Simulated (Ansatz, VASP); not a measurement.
**Two plane-wave programs on BC5**

```
B C
1.0
     1.98549   -2.18614    0.00000
     1.98549    2.18614    0.00000
     0.00000    0.00000    8.35720
B C
1 5
Direct
  0.50000 0.50000 0.00000
  0.15121 0.84879 0.00000
  0.84879 0.15121 0.00000
  0.66668 0.66668 0.50000
  0.33332 0.33332 0.50000
  0.00000 0.00000 0.50000
```

Alike in both runs: functional PBE; k mesh 12 × 12 × 6; occupations gaussian, width 0.1 eV; no spin polarisation.

Ansatz relaxed the structure, and its values are those at the end. VASP's run is a single point on that final structure, the one shown.

|  | VASP | Ansatz |
| --- | --- | --- |
| version | VASP 6.6.1 | Ansatz 0.2.0 |
| potentials or method | VASP PAW PBE potentials, release 64 (B, C), cutoff 520 eV | scalar-relativistic, plane waves, PAW |
| valence electrons in the cell | 23 | 23 |

```csv
,VASP,Ansatz,Ansatz less VASP
gap on the k mesh at the Fermi level (eV),none,none,-
pressure (GPa),0.0,0.0,0.00
rms of the force components (eV/Å),0.018,0.000,-0.0174
```

A gap of «none» marks a metal or a gap that the smearing closes.
